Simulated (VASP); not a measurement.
Crystal: Ni.

```
Ni
1.0
     0.00000    1.76910    1.76910
     1.76910    0.00000    1.76910
     1.76910    1.76910    0.00000
Ni
1
Direct
  0.00000 0.00000 0.00000
```

Base run:

| Quantity | Value |
| --- | --- |
| Program | VASP 6.6.1 |
| Functional | PBE |
| Potentials or basis | VASP PAW PBE potentials, release 64 (Ni) |
| Cutoff | 520 eV |
| k mesh | 13 × 13 × 13 |
| Occupations | fermi-dirac, width 0.1 eV |
| Spin | collinear spin, ferromagnetic start |
| Starting moments | [2.0] μB |
| Hubbard terms | Ni d U = 3.8 eV |

Its results: pressure -7.8 GPa; net moment 0.76 μB per cell; site moments Ni +0.79 μB.

Question: The run is repeated on the same cell with these changes: potentials or basis from VASP PAW PBE potentials, release 64 (Ni) to VASP PAW PBE potentials, release 64 (Ni_sv_GW); cutoff from 520 eV to 590 eV; further incar settings from ALGO = Normal; EDIFF = 1e-07; NBANDS = 15 to ALGO = Normal; EDIFF = 1e-06; NBANDS = 19; valence electrons from 10 to 18. What comes out?

Answer: Pressure -3.7 GPa; net moment 0.86 μB per cell; site moments Ni +0.94 μB.

Caveats: the U is typed as a test and isn't derived for this compound.
